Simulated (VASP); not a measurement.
# Al2Ru (Fddd) in VASP: further runs, part 2 of 2

VASP 6.6.1.

### Step 3. Single point, LDA (13.65 Å³/atom)

This run uses another cell than the first one, of 13.65 Å³/atom.

File INCAR:

```
PREC     = Accurate       # precision mode
ENCUT    = 520            # plane-wave cutoff, eV
EDIFF    = 1E-6           # SCF threshold, eV
ISMEAR   = 0              # smearing method
SIGMA    = 0.03           # smearing width, eV
LREAL    = F              # projectors in reciprocal space
LASPH    = T              # aspherical terms in the spheres
NELM     = 80             # most SCF steps
ALGO     = Fast           # electronic algorithm
ISIF     = 2              # what is computed and relaxed
LWAVE    = F              # write WAVECAR
LCHARG   = F              # write CHGCAR
NBANDS   = 29             # bands
```

File KPOINTS:

```
Automatic mesh
0
Gamma
  10 10 10
```

File POSCAR:

```
Al2Ru
1.0
    0.0000000000      4.0650255745      4.4689892212
    2.2549679301      0.0000000000      4.4689892212
    2.2549679301      4.0650255745      0.0000000000
Al Ru
4 2
Direct
    0.0788992938      0.4211007062      0.0788992938
    0.4211007062      0.0788992938      0.4211007062
    0.1711007062      0.8288992938      0.1711007062
    0.8288992938      0.1711007062      0.8288992938
    0.7500000000      0.7500000000      0.7500000000
    0.5000000000      0.5000000000      0.5000000000
```

Potentials or basis: VASP PAW LDA potentials, release 64 (Al, Ru_pv).

Run with:

```sh
> cat potpaw_LDA.64/Al/POTCAR potpaw_LDA.64/Ru_pv/POTCAR > POTCAR
> mpirun -np 1 vasp_std > vasp.out
```

OUTCAR:

```text
PREC = Accurate
   ENCUT = 520
   EDIFF = 1E-6
   ISMEAR = 0
   LREAL = F
   LASPH = T
   NELM = 80
   ISIF = 2

 ion  position               nearest neighbor table
   1  0.079  0.421  0.079-   6 2.58   6 2.58   2 2.59   2 2.59   3 2.61   3 2.61   5 2.65   5 2.65
                             5 2.67   2 2.78   4 3.22   4 3.22   4 3.22   4 3.22
   2  0.421  0.079  0.421-   6 2.58   6 2.58   1 2.59   1 2.59   4 2.61   4 2.61   5 2.65   5 2.65
                             5 2.67   1 2.78   3 3.22   3 3.22   3 3.22   3 3.22
   3  0.171  0.829  0.171-   5 2.58   5 2.58   4 2.59   4 2.59   1 2.61   1 2.61   6 2.65   6 2.65
                             6 2.67   4 2.78   2 3.22   2 3.22   2 3.22   2 3.22
   4  0.829  0.171  0.829-   5 2.58   5 2.58   3 2.59   3 2.59   2 2.61   2 2.61   6 2.65   6 2.65
                             6 2.67   3 2.78   1 3.22   1 3.22   1 3.22   1 3.22
   5  0.750  0.750  0.750-   4 2.58   3 2.58   4 2.58   3 2.58   2 2.65   2 2.65   1 2.65   1 2.65
                             1 2.67   2 2.67   6 3.22   6 3.22   6 3.22   6 3.22
   6  0.500  0.500  0.500-   1 2.58   2 2.58   1 2.58   2 2.58   3 2.65   3 2.65   4 2.65   4 2.65
                             3 2.67   4 2.67   5 3.22   5 3.22   5 3.22   5 3.22

  LATTYP: Found a face centered orthorhombic cell.
 ALAT       =     4.5099358602
 B/A-ratio  =     1.8026977325
 C/A-ratio  =     1.9818415870

  Lattice vectors:

 A1 = (   0.0000000000,   4.0650255745,   4.4689892212)
 A2 = (   2.2549679301,   0.0000000000,   4.4689892212)
 A3 = (   2.2549679301,   4.0650255745,   0.0000000000)

Analysis of symmetry for initial positions (statically):
=====================================================================
 Subroutine PRICEL returns:
 Original cell was already a primitive cell.

 Routine SETGRP: Setting up the symmetry group for a
 face centered orthorhombic supercell.

 Subroutine GETGRP returns: Found  8 space group operations
 (whereof  4 operations were pure point group operations)
 out of a pool of  8 trial point group operations.

The static configuration has the point symmetry D_2 .
 The point group associated with its full space group is D_2h.

Analysis of symmetry for dynamics (positions and initial velocities):
=====================================================================
 Subroutine PRICEL returns:
 Original cell was already a primitive cell.

 Routine SETGRP: Setting up the symmetry group for a
 face centered orthorhombic supercell.

 Subroutine GETGRP returns: Found  8 space group operations
 (whereof  4 operations were pure point group operations)
 out of a pool of  8 trial point group operations.

The dynamic configuration has the point symmetry D_2 .
 The point group associated with its full space group is D_2h.

 Subroutine INISYM returns: Found  8 space group operations
 (whereof  4 operations are pure point group operations),
 and found     1 'primitive' translations

----------------------------------------------------------------------------------------

                                     Primitive cell

  volume of cell :      81.9300

  direct lattice vectors                    reciprocal lattice vectors
     0.000000000  4.065025574  4.468989221    -0.221732643  0.123000456  0.111882123
     2.254967930  0.000000000  4.468989221     0.221732643 -0.123000456  0.111882123
     2.254967930  4.065025574  0.000000000     0.221732643  0.123000456 -0.111882123

  length of vectors
     6.041216565  5.005671286  4.648581858     0.277149935  0.277149935  0.277149935

  position of ions in fractional coordinates (direct lattice)
     0.078899294  0.421100706  0.078899294
     0.421100706  0.078899294  0.421100706
[... 68 lines left out ...]
   number of dos      NEDOS =    301   number of ions     NIONS =      6
   total plane-waves  NPLWV =  69120
   dimension x,y,z NGX =    48 NGY =   40 NGZ =   36
   dimension x,y,z NGXF=    96 NGYF=   80 NGZF=   72
   ions per type =               4   2
   NGX,Y,Z   is equivalent  to a cutoff of  13.21, 13.28, 12.87 a.u.
   NGXF,Y,Z  is equivalent  to a cutoff of  26.42, 26.57, 25.75 a.u.
 SYSTEM =  unknown system
   PREC   = accura    normal or accurate (medium, high low for compatibility)
   ISTART =      0    job   : 0-new  1-cont  2-samecut
   ICHARG =      2    charge: 1-file 2-atom 10-const
   ISPIN  =      1    spin polarized calculation?
   LNONCOLLINEAR =      F non collinear calculations
   LSORBIT =      F    spin-orbit coupling
   LASPH  =      T    aspherical Exc in radial PAW
   ENCUT  =  520.0 eV  38.22 Ry    6.18 a.u.  11.23  9.31  8.64*2*pi/ulx,y,z
   NELM   =     80;   NELMIN=  2; NELMDL= -5     # of ELM steps
   EDIFF  = 0.1E-05   stopping-criterion for ELM
   LREAL  =      F    real-space projection
   EDIFFG = 0.1E-04   stopping-criterion for IOM
   NSW    =      0    number of steps for IOM
   IBRION =     -1    ionic relax: 0-MD 1-quasi-New 2-CG
   NFREE  =      0    steps in history (QN), initial steepest desc. (CG)
   ISIF   =      2    stress and relaxation
   ISYM   =      2    0-nonsym 1-usesym 2-fastsym
   POTIM  = 0.5000    time-step for ionic-motion
   TEBEG  =    0.0;   TEEND  =   0.0 temperature during run
   PSTRESS=    0.0 pullay stress
   NELECT =      40.0000    total number of electrons
   NUPDOWN=      -1.0000    fix difference up-down
   EMIN   =  10.00;   EMAX   =-10.00  energy-range for DOS
   EFERMI =   0.00;   METHOD = LEGACY
   ISMEAR =     0;   SIGMA  =   0.03  broadening in eV -4-tet -1-fermi 0-gaus
   EFERMI_NEDOS =   21; number of points for ismear=-14 and -15
   IALGO  =     68    algorithm
   IMIX   =      4    mixing-type and parameters
     AMIX     =   0.40;   BMIX     =  1.00
     AMIX_MAG =   1.60;   BMIX_MAG =  1.00
  volume/ion in A,a.u.               =      13.65        92.15
  Fermi-wavevector in a.u.,A,eV,Ry     =   1.289082  2.436012 22.609238  1.661732
  Thomas-Fermi vector in A             =   2.420996
   LORBIT       =      0    0 simple, 1 ext, 2 COOP (PROOUT), +10 PAW based schemes
   GGA     = CA    functional components
   LHFCALC =     F    Hartree Fock is set to
   AEXX    =    0.0000 exact exchange contribution
   IVDW    =     0    specifies the selected vdW correction
   LEPSILON=     F    determine dielectric tensor
   LRPA    =     F    only Hartree local field effects (RPA)
 non-spin polarized calculation
 RMM-DIIS sequential band-by-band and
 Gauss-broadening in eV      SIGMA  =   0.03
  energy-cutoff  :      520.00
  volume of cell :       81.93
 maximum number of plane-waves:      2227
 NGX is ok and might be reduce to    48
   NGX = 23   NGY = 19   NGZ = 17

 number of electron      40.0000003 magnetization

 Free energy of the ion-electron system (eV)
  ---------------------------------------------------
  ext. energy  EPLUGINS =         0.00000000
  ---------------------------------------------------
  free energy    TOTEN  =       -42.21691734 eV

  energy without entropy =      -42.21682033  energy(sigma->0) =      -42.21686884

 E-fermi :  10.6228     XC(G=0): -12.1344

 val. band max:       10.5893733168   @ k =   0.0000   0.3000   0.3000
 cond. band min:      10.6476442438   @ k =  -0.1000   0.3000   0.2000
 fundamental gap:      0.0582709270
 Fermi energy:        10.6227517514

 k-point     1 :       0.0000    0.0000    0.0000
  band No.  band energies     occupation
      1     -31.9848      2.00000
      2     -31.9051      2.00000
      3     -31.8971      2.00000
      4     -31.8353      2.00000
      5     -31.8339      2.00000
      6     -31.8271      2.00000
[... 757 lines left out ...]
     28      15.4245      0.00000
     29      16.5183      0.00000

 [... further k-points ...]

------------------------ aborting loop because EDIFF is reached ----------------------------------------

  FORCE on cell =-STRESS in cart. coord.  units (eV):
  Direction    XX          YY          ZZ          XY          YZ          ZX
  --------------------------------------------------------------------------------------
  -------------------------------------------------------------------------------------
  Total        4.4315065     -3.8209048     -4.3936564      0.0000000      0.0000000      0.0000000
  in kB       86.6600674    -74.7194805    -85.9198903      0.0000000      0.0000000      0.0000000
  external PRESSURE =     -24.6597678 kB  Pullay stress =       0.0000000 kB

 VOLUME and BASIS-vectors are now :
 -----------------------------------------------------------------------------
  energy-cutoff  :      520.00
  volume of cell :       81.93
      direct lattice vectors                 reciprocal lattice vectors
     0.000000000  4.065025574  4.468989221    -0.221732643  0.123000456  0.111882123
     2.254967930  0.000000000  4.468989221     0.221732643 -0.123000456  0.111882123
     2.254967930  4.065025574  0.000000000     0.221732643  0.123000456 -0.111882123

 POSITION                                       TOTAL-FORCE (eV/Angst)
 -----------------------------------------------------------------------------------
      1.12748      0.64146      2.23449         0.000000      0.230457     -0.000000
      1.12748      3.42357      2.23449         0.000000     -0.230457     -0.000000
      2.25497      1.39106      4.46899         0.000000     -0.230457     -0.000000
      2.25497      6.73899      4.46899         0.000000      0.230457     -0.000000
      3.38245      6.09754      6.70348        -0.000000     -0.000000     -0.000000
      2.25497      4.06503      4.46899         0.000000     -0.000000      0.000000
 -----------------------------------------------------------------------------------
    total drift:                               -0.000000     -0.000000     -0.000000

  FREE ENERGIE OF THE ION-ELECTRON SYSTEM (eV)
  ---------------------------------------------------
  free  energy   TOTEN  =       -42.2169173415 eV

  energy  without entropy=      -42.2168203307  energy(sigma->0) =      -42.21686884
```

Run time: 4.2 min. Hardware: 1 thread of Intel Xeon 6975P-C (Granite Rapids), shared host; peak memory 0.43 GiB.

Results:

| Item | Value |
| --- | --- |
| Free energy | -42.2169 eV |
| Pressure | -2.5 GPa |
| Largest force | 0.230 eV/Å |
| Band gap on the k mesh | zero (bands 20 and 21 overlap by 0.30 eV) |

Forces in eV/Å, atoms in the order of the input:
```
Al   0.000  0.230  0.000
Al   0.000 -0.230  0.000
Al   0.000 -0.230  0.000
Al   0.000  0.230  0.000
Ru   0.000  0.000  0.000
Ru   0.000  0.000  0.000
```

Stress tensor (GPa, compression positive):
```
 8.67  0.00  0.00
 0.00 -7.47  0.00
 0.00  0.00 -8.59
```

Caveat: the stress differs along the axes, from -9 to 9 GPa.

The gap in the log of VASP goes by the Fermi energy; the results here count the filled bands.